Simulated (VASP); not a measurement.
**C: single point with PBEsol**

Crystal: C.

```
C
1.0
     1.16663    0.67355    3.26334
    -1.16663    0.67355    3.26334
     0.00000   -1.34710    3.26334
C
2
Direct
  0.16400 0.16400 0.16400
  0.83600 0.83600 0.83600
```

This cell differs from its parent crystal: strain -0.050 along x and y, -0.025 along z.

```yaml
Program: VASP 6.6.1
Task: single point
Functional: PBEsol
Potentials_or_basis: VASP PAW PBE potentials, release 64 (C)
Cutoff: 520 eV
k_mesh: 15 × 15 × 15
Occupations: gaussian, width 0.05 eV
Spin: no spin polarisation
```

| Item | Value |
| --- | --- |
| Pressure | 57.7 GPa |
| Largest force | 0.769 eV/Å |

Forces in eV/Å, atoms in the order of the input:
```
C    0.000  0.000  0.769
C    0.000  0.000 -0.769
```

Stress tensor (GPa, compression positive):
```
85.79  0.00  0.00
 0.00 85.79  0.00
 0.00  0.00  1.42
```

Wall time 2.4 min on 1 thread of Intel Xeon 8259CL (shared host), peak memory 0.18 GiB.

Caveat: the cell differs from its parent crystal (strain -0.050 along x and y, -0.025 along z); the cell stands under pressure; this functional lacks dispersion, which binds the layers, so the pressure and a relaxed spacing across them are unreliable; the PAW data sets were made with another functional, which shifts forces and pressure a little.
